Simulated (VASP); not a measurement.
KF: electric field gradients with PBEsol

The system is KF.

```
K F
1.0
     0.00000    2.64676    2.67350
     2.64676    0.00000    2.67350
     2.64676    2.64676    0.00000
K F
1 1
Direct
  0.00000 0.00000 0.00000
  0.50000 0.50000 0.50000
```

This cell differs from its parent crystal: equal xx and yy strain of -1 %.

```yaml
Program: VASP 6.6.1
Task: electric field gradients
Functional: PBEsol
Potentials_or_basis: VASP PAW PBE potentials, release 64 (K_sv, F)
Cutoff: 520 eV
k_mesh: 9 × 9 × 9
Occupations: fermi-dirac, width 0.01 eV
Spin: no spin polarisation
Dipole_correction: no
Further_INCAR_settings: ALGO = Normal; EDIFF = 1e-08; NBANDS = 15
```

* Pressure: 0.0 GPa
* Band gap on the k mesh: 6.12 eV
* Largest electric field gradient by atom: K +2.7; F +1.3 V/Å²

Stress tensor (GPa, compression positive):
```
 0.16  0.00  0.00
 0.00  0.16  0.00
 0.00  0.00 -0.40
```

Levels at points of the mesh, in eV from the valence-band top:
```
           k point  band 6  band 7  band 8  band 9  band 10  band 11
(0.00, 0.00, 0.00)   -0.02    0.00    0.00    6.12    10.64    10.70
```

Electric field gradients, principal values (V/Å²):
```csv
atom,least,middle,greatest (by size)
1 K,-1.349,-1.349,2.698
2 F,-0.637,-0.652,1.289
```

Wall time 79 s on 1 thread of Intel Xeon 8259CL (shared host), peak memory 0.18 GiB.

Caveat: the cell differs from its parent crystal (equal xx and yy strain of -1 %); without QUAD_EFG the Cq values of the log hold for a quadrupole moment of 1 mb, not for the nuclei; the PAW data sets were made with another functional, which shifts forces and pressure a little; an odd mesh through Γ misses points on the zone boundary, where band edges can lie.
